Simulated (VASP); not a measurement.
# Si2Ni (Fm-3m) in VASP: further runs

The runs below take Si2Ni through single point, relaxation of cell and atoms, with PBEsol.

Everything below comes from runs of VASP 6.6.1. Logs are shortened: lines on timing, memory, paths and dates and some standing lists are left out, and cuts for length are marked.

## (1) The cell of the first run

It takes space group Fm-3m (No. 225, cubic). Conventional cell: a = 5.388 Å, b = 5.388 Å, c = 5.388 Å, α = 90.00°, β = 90.00°, γ = 90.00°. Si (site symmetry -43m) has 4 Ni at 2.33 Å and 6 Si at 2.69 Å within 3.1 Å. Ni (site symmetry m-3m) has 8 Si at 2.33 Å within 3.1 Å.

## (2) Single point, PBEsol

The input, INCAR:

```
SYSTEM = Si2Ni
PREC     = Accurate       ! precision mode
ENCUT    = 520            ! plane-wave cutoff, eV
EDIFF    = 1E-6           ! SCF threshold, eV
ISMEAR   = 0              ! smearing method
SIGMA    = 0.05           ! smearing width, eV
LREAL    = .False.        ! projectors in reciprocal space
LASPH    = .True.         ! aspherical terms in the spheres
NELM     = 100            ! most SCF steps
ALGO     = Normal         ! electronic algorithm
ISIF     = 2              ! what is computed and relaxed
LWAVE    = .False.        ! write WAVECAR
LCHARG   = .False.        ! write CHGCAR
GGA      = PS             ! functional
NBANDS   = 16             ! bands
```

The input, KPOINTS:

```
regular mesh
0
Gamma
  12 12 12
  0 0 0
```

The input, POSCAR:

```
Si2Ni
1.0
    0.0000000000      2.6937755594      2.6937755594
    2.6937755594      0.0000000000      2.6937755594
    2.6937755594      2.6937755594      0.0000000000
Si Ni
2 1
Direct
    0.2500000000      0.2500000000      0.2500000000
    0.7500000000      0.7500000000      0.7500000000
    0.0000000000      0.0000000000      0.0000000000
```

Potentials or basis: VASP PAW PBE potentials, release 64 (Si, Ni).

Command:

```
$ cat potpaw_PBE.64/Si/POTCAR potpaw_PBE.64/Ni/POTCAR > POTCAR
$ mpirun -np 1 vasp_std > vasp.out
```

OUTCAR:

```text
SYSTEM = Si2Ni
   PREC = Accurate
   ENCUT = 520
   EDIFF = 1E-6
   ISMEAR = 0
   LREAL = .False.
   LASPH = .True.
   NELM = 100
   ISIF = 2
   GGA = PS

 ion  position               nearest neighbor table
   1  0.250  0.250  0.250-   3 2.33   3 2.33   3 2.33   3 2.33   2 2.69   2 2.69   2 2.69   2 2.69
                             2 2.69   2 2.69
   2  0.750  0.750  0.750-   3 2.33   3 2.33   3 2.33   3 2.33   1 2.69   1 2.69   1 2.69   1 2.69
                             1 2.69   1 2.69
   3  0.000  0.000  0.000-   2 2.33   2 2.33   2 2.33   1 2.33   1 2.33   1 2.33   2 2.33   1 2.33

  LATTYP: Found a face centered cubic cell.
 ALAT       =     5.3875511188

  Lattice vectors:

 A1 = (   0.0000000000,   2.6937755594,   2.6937755594)
 A2 = (   2.6937755594,   0.0000000000,   2.6937755594)
 A3 = (   2.6937755594,   2.6937755594,   0.0000000000)

Analysis of symmetry for initial positions (statically):
=====================================================================
 Subroutine PRICEL returns:
 Original cell was already a primitive cell.

 Routine SETGRP: Setting up the symmetry group for a
 face centered cubic supercell.

 Subroutine GETGRP returns: Found 48 space group operations
 (whereof 48 operations were pure point group operations)
 out of a pool of 48 trial point group operations.

The static configuration has the point symmetry O_h .

Analysis of symmetry for dynamics (positions and initial velocities):
=====================================================================
 Subroutine PRICEL returns:
 Original cell was already a primitive cell.

 Routine SETGRP: Setting up the symmetry group for a
 face centered cubic supercell.

 Subroutine GETGRP returns: Found 48 space group operations
 (whereof 48 operations were pure point group operations)
 out of a pool of 48 trial point group operations.

The dynamic configuration has the point symmetry O_h .

 Subroutine INISYM returns: Found 48 space group operations
 (whereof 48 operations are pure point group operations),
 and found     1 'primitive' translations

----------------------------------------------------------------------------------------

                                     Primitive cell

  volume of cell :      39.0944

  direct lattice vectors                    reciprocal lattice vectors
     0.000000000  2.693775559  2.693775559    -0.185613088  0.185613088  0.185613088
     2.693775559  0.000000000  2.693775559     0.185613088 -0.185613088  0.185613088
     2.693775559  2.693775559  0.000000000     0.185613088  0.185613088 -0.185613088

  length of vectors
     3.809573930  3.809573930  3.809573930     0.321491299  0.321491299  0.321491299

  position of ions in fractional coordinates (direct lattice)
     0.250000000  0.250000000  0.250000000
     0.750000000  0.750000000  0.750000000
     0.000000000  0.000000000  0.000000000

  ion indices of the primitive-cell ions
   primitive index   ion index
                 1           1
                 2           2
                 3           3

----------------------------------------------------------------------------------------

 KPOINTS: regular mesh

Automatic generation of k-mesh.
 Grid dimensions read from file:
 generate k-points for:   12   12   12

 Generating k-lattice:

  Cartesian coordinates                     Fractional coordinates (reciprocal lattice)
    -0.015467757  0.015467757  0.015467757     0.083333333  0.000000000  0.000000000
     0.015467757 -0.015467757  0.015467757     0.000000000  0.083333333  0.000000000
     0.015467757  0.015467757 -0.015467757     0.000000000  0.000000000  0.083333333

  Length of vectors
     0.026790942  0.026790942  0.026790942

  Shift w.r.t. Gamma in fractional coordinates (k-lattice)
     0.000000000  0.000000000  0.000000000

 Subroutine IBZKPT returns following result:
 ===========================================

 Found     72 irreducible k-points:

 Following reciprocal coordinates:
            Coordinates               Weight
  0.000000  0.000000  0.000000      1.000000
  0.083333  0.000000  0.000000      8.000000
  0.166667  0.000000  0.000000      8.000000
  0.250000  0.000000  0.000000      8.000000
  0.333333  0.000000  0.000000      8.000000
  0.416667  0.000000  0.000000      8.000000
[... 16 lines left out ...]
  0.500000  0.166667  0.000000     24.000000
 -0.416667  0.166667  0.000000     24.000000
 [... further k-points ...]
   k-points           NKPTS =     72   k-points in BZ     NKDIM =     72   number of bands    NBANDS=     16
   number of dos      NEDOS =    301   number of ions     NIONS =      3
   total plane-waves  NPLWV =  21952
   dimension x,y,z NGX =    28 NGY =   28 NGZ =   28
   dimension x,y,z NGXF=    56 NGYF=   56 NGZF=   56
   ions per type =               2   1
   NGX,Y,Z   is equivalent  to a cutoff of  12.22, 12.22, 12.22 a.u.
   NGXF,Y,Z  is equivalent  to a cutoff of  24.44, 24.44, 24.44 a.u.
 SYSTEM =  Si2Ni
   PREC   = accura    normal or accurate (medium, high low for compatibility)
   ISTART =      0    job   : 0-new  1-cont  2-samecut
   ICHARG =      2    charge: 1-file 2-atom 10-const
   ISPIN  =      1    spin polarized calculation?
   LNONCOLLINEAR =      F non collinear calculations
   LSORBIT =      F    spin-orbit coupling
   LASPH  =      T    aspherical Exc in radial PAW
   ENCUT  =  520.0 eV  38.22 Ry    6.18 a.u.   7.08  7.08  7.08*2*pi/ulx,y,z
   NELM   =    100;   NELMIN=  2; NELMDL= -5     # of ELM steps
   EDIFF  = 0.1E-05   stopping-criterion for ELM
   LREAL  =      F    real-space projection
   EDIFFG = 0.1E-04   stopping-criterion for IOM
   NSW    =      0    number of steps for IOM
   IBRION =     -1    ionic relax: 0-MD 1-quasi-New 2-CG
   NFREE  =      0    steps in history (QN), initial steepest desc. (CG)
   ISIF   =      2    stress and relaxation
   ISYM   =      2    0-nonsym 1-usesym 2-fastsym
   POTIM  = 0.5000    time-step for ionic-motion
   TEBEG  =    0.0;   TEEND  =   0.0 temperature during run
   PSTRESS=    0.0 pullay stress
   NELECT =      18.0000    total number of electrons
   NUPDOWN=      -1.0000    fix difference up-down
   EMIN   =  10.00;   EMAX   =-10.00  energy-range for DOS
   EFERMI =   0.00;   METHOD = LEGACY
   ISMEAR =     0;   SIGMA  =   0.05  broadening in eV -4-tet -1-fermi 0-gaus
   EFERMI_NEDOS =   21; number of points for ismear=-14 and -15
   IALGO  =     38    algorithm
   IMIX   =      4    mixing-type and parameters
     AMIX     =   0.40;   BMIX     =  1.00
     AMIX_MAG =   1.60;   BMIX_MAG =  1.00
  volume/ion in A,a.u.               =      13.03        87.94
  Fermi-wavevector in a.u.,A,eV,Ry     =   1.264137  2.388873 21.742698  1.598043
  Thomas-Fermi vector in A             =   2.397458
   LORBIT       =      0    0 simple, 1 ext, 2 COOP (PROOUT), +10 PAW based schemes
   GGA     = PS    functional components
   LHFCALC =     F    Hartree Fock is set to
   AEXX    =    0.0000 exact exchange contribution
   IVDW    =     0    specifies the selected vdW correction
   LEPSILON=     F    determine dielectric tensor
   LRPA    =     F    only Hartree local field effects (RPA)
 non-spin polarized calculation
 Gauss-broadening in eV      SIGMA  =   0.05
  energy-cutoff  :      520.00
  volume of cell :       39.09
 maximum number of plane-waves:      1067
   NGX = 15   NGY = 15   NGZ = 15

 number of electron      17.9999995 magnetization

 Free energy of the ion-electron system (eV)
  ---------------------------------------------------
  ext. energy  EPLUGINS =         0.00000000
  ---------------------------------------------------
  free energy    TOTEN  =       -18.97997641 eV

  energy without entropy =      -18.97849828  energy(sigma->0) =      -18.97923735

 E-fermi :  10.5086     XC(G=0): -11.7454

 val. band max:       10.4897198877   @ k =  -0.4167   0.4167   0.0000
 cond. band min:      10.5144028889   @ k =   0.4167   0.3333   0.0833
 fundamental gap:      0.0246830011
 Fermi energy:        10.5085713745

 k-point     1 :       0.0000    0.0000    0.0000
  band No.  band energies     occupation
      1      -3.4376      2.00000
      2       5.2299      2.00000
      3       5.2299      2.00000
      4       5.2299      2.00000
      5       6.9356      2.00000
      6       6.9356      2.00000
[... 8 lines left out ...]
     15      15.2446      0.00000
     16      15.2446      0.00000

 k-point     2 :       0.0833    0.0000    0.0000
  band No.  band energies     occupation
      1      -3.3337      2.00000
      2       5.0251      2.00000
      3       5.2629      2.00000
      4       5.2629      2.00000
      5       6.9158      2.00000
      6       6.9158      2.00000
[... 8 lines left out ...]
     15      14.8503      0.00000
     16      15.0529      0.00000

 k-point     3 :       0.1667    0.0000    0.0000
  band No.  band energies     occupation
      1      -3.0237      2.00000
      2       4.4459      2.00000
      3       5.3533      2.00000
      4       5.3533      2.00000
      5       6.8735      2.00000
      6       6.8735      2.00000
[... 8 lines left out ...]
     15      14.9165      0.00000
     16      15.4627      0.00000

 k-point     4 :       0.2500    0.0000    0.0000
  band No.  band energies     occupation
      1      -2.5132      2.00000
      2       3.5609      2.00000
      3       5.4727      2.00000
      4       5.4727      2.00000
      5       6.8547      2.00000
      6       6.8547      2.00000
[... 8 lines left out ...]
     15      15.9499      0.00000
     16      16.6895      0.00000

 k-point     5 :       0.3333    0.0000    0.0000
  band No.  band energies     occupation
      1      -1.8134      2.00000
      2       2.4684      2.00000
      3       5.5767      2.00000
      4       5.5767      2.00000
      5       6.9116      2.00000
      6       6.9116      2.00000
[... 8 lines left out ...]
     15      17.2746      0.00000
     16      17.9754      0.00000

 k-point     6 :       0.4167    0.0000    0.0000
  band No.  band energies     occupation
      1      -0.9492      2.00000
      2       1.3088      2.00000
      3       5.6340      2.00000
      4       5.6340      2.00000
      5       6.8552      2.00000
      6       7.0403      2.00000
[... 8 lines left out ...]
     15      18.7229      0.00000
     16      19.3892      0.00000
[... 267 lines left out ...]
 k-point    21 :       0.3333    0.1667    0.0000
  band No.  band energies     occupation
      1      -1.9411      2.00000
      2       3.3060      2.00000
      3       5.4385      2.00000
      4       5.4528      2.00000
      5       6.2130      2.00000
      6       7.1195      2.00000
[... 8 lines left out ...]
     15      18.5646      0.00000
     16      18.8265      0.00000

 k-point    22 :       0.4167    0.1667    0.0000
  band No.  band energies     occupation
      1      -1.1907      2.00000
      2       2.2946      2.00000
      3       5.3674      2.00000
      4       5.5728      2.00000
      5       6.1594      2.00000
      6       6.9830      2.00000
[... 8 lines left out ...]
     15      19.8536      0.00000
     16      20.2610      0.00000

 k-point    23 :       0.5000    0.1667    0.0000
  band No.  band energies     occupation
      1      -0.2965      2.00000
      2       1.2079      2.00000
      3       5.1829      2.00000
      4       5.6950      2.00000
      5       6.1246      2.00000
      6       6.9500      2.00000
[... 8 lines left out ...]
     15      19.9876      0.00000
     16      20.5350      0.00000

 k-point    24 :      -0.4167    0.1667    0.0000
  band No.  band energies     occupation
      1       0.0070      2.00000
      2       0.8663      2.00000
      3       4.9924      2.00000
      4       5.8116      2.00000
      5       6.2349      2.00000
      6       6.8641      2.00000
[... 8 lines left out ...]
     15      18.5424      0.00000
     16      18.9401      0.00000

 [... further k-points ...]
[... 5 lines left out ...]
  --------------------------------------------------------------------------------------
  -------------------------------------------------------------------------------------
  Total        0.0354188      0.0354188      0.0354188      0.0000000     -0.0000000      0.0000000
  in kB        1.4515450      1.4515450      1.4515450      0.0000000     -0.0000000      0.0000000
  external PRESSURE =       1.4515450 kB  Pullay stress =       0.0000000 kB

 VOLUME and BASIS-vectors are now :
 -----------------------------------------------------------------------------
  energy-cutoff  :      520.00
  volume of cell :       39.09
      direct lattice vectors                 reciprocal lattice vectors
     0.000000000  2.693775559  2.693775559    -0.185613088  0.185613088  0.185613088
     2.693775559  0.000000000  2.693775559     0.185613088 -0.185613088  0.185613088
     2.693775559  2.693775559  0.000000000     0.185613088  0.185613088 -0.185613088

 POSITION                                       TOTAL-FORCE (eV/Angst)
 -----------------------------------------------------------------------------------
      1.34689      1.34689      1.34689         0.000000      0.000000      0.000000
      4.04066      4.04066      4.04066        -0.000000     -0.000000     -0.000000
      0.00000      0.00000      0.00000        -0.000000     -0.000000      0.000000
 -----------------------------------------------------------------------------------
    total drift:                               -0.000000     -0.000000      0.000000

  FREE ENERGIE OF THE ION-ELECTRON SYSTEM (eV)
  ---------------------------------------------------
  free  energy   TOTEN  =       -18.9799764104 eV

  energy  without entropy=      -18.9784982830  energy(sigma->0) =      -18.97923735
```

Wall time 24 s (1 thread of Intel Xeon 6975P-C, shared host); peak memory 0.18 GiB.

What came out:

* Free energy: -18.9800 eV
* Pressure: 0.1 GPa
* Band gap on the k mesh: zero (band 9 reaches 12.24 eV, above the bottom of band 10 at 10.11 eV)

Levels at points of the mesh, in eV from the Fermi level:
```csv
k point,band 6,band 7,band 8,band 9,band 10,band 11,band 12,band 13
"(0.00, 0.00, 0.00)",-3.57,-0.18,1.73,1.73,1.73,2.24,2.24,2.24
"(0.50, 0.00, 0.00)",-3.39,-3.39,-1.46,-1.46,1.77,1.82,1.82,2.67
"(0.50, 0.50, 0.00)",-3.67,-3.67,-3.50,-3.16,-0.40,1.33,7.76,8.40
```

Caveat: the PAW data sets were made with another functional, which shifts forces and pressure a little. Spin polarisation is off, so any magnetic state and its effect on volume and gap are missing.

(Part 1 of 2 ends here.)
